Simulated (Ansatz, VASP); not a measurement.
Two plane-wave programs on Si5NiO12

```
CELL_PARAMETERS angstrom
9.83272 0.00000 0.00000
-2.45818 4.25769 0.00000
0.00000 0.00000 5.40840
ATOMIC_POSITIONS crystal
Ni 0.22767 0.01676 0.67293
Si 0.73274 0.98223 0.65969
Si 0.99550 0.45696 0.33616
Si 0.50196 0.45609 0.32428
Si 0.27235 0.56632 0.01939
Si 0.76938 0.52151 0.98916
O 0.20060 0.33750 0.77778
O 0.70472 0.25368 0.77588
O 0.36436 0.11724 0.42189
O 0.85837 0.11737 0.43326
O 0.43535 0.59414 0.11264
O 0.93344 0.57512 0.10410
O 0.14288 0.42261 0.24081
O 0.64146 0.41055 0.21031
O 0.04096 0.70499 0.56393
O 0.56767 0.70393 0.55316
O 0.30624 0.91296 0.93629
O 0.79989 0.85071 0.87405
```

Alike in both runs: functional PBEsol; k mesh 4 × 4 × 3; occupations gaussian, width 0.05 eV; collinear spin; Hubbard terms Ni d U = 5.0 eV.

Ansatz relaxed the structure, and its values are those at the end. VASP's run is a single point on that final structure, the one shown.

```csv
,VASP,Ansatz
version,VASP 6.6.1,Ansatz 0.2.0
potentials or method,"VASP PAW PBE potentials, release 64 (Ni, Si, O), cutoff 520 eV","scalar-relativistic, plane waves, PAW"
valence electrons in the cell,102,110
```

```tsv
	VASP	Ansatz	Ansatz less VASP
gap on the k mesh at the Fermi level (eV)	0.10	0.07	-0.030
least direct gap on the mesh (eV)	0.11	0.08	-0.030
pressure (GPa)	0.8	1.4	+0.65
rms of the force components (eV/Å)	0.214	0.009	-0.2056
net moment per atom (μB)	0.22	0.22	0.000
size of the moment on the site where the two differ most (μB)	2.10	1.93	-0.170
```

VASP's potentials were made for PBE, not for PBEsol. Site moments also hang on the region over which each program counts them. The programs project onto different local orbitals, so the same U acts differently, and such runs can settle in different states. VASP's potentials hold 102 valence electrons a cell and Ansatz's 110, so a difference there can come from the potentials and not from the codes. Ansatz's warnings: stress scf threshold loose.
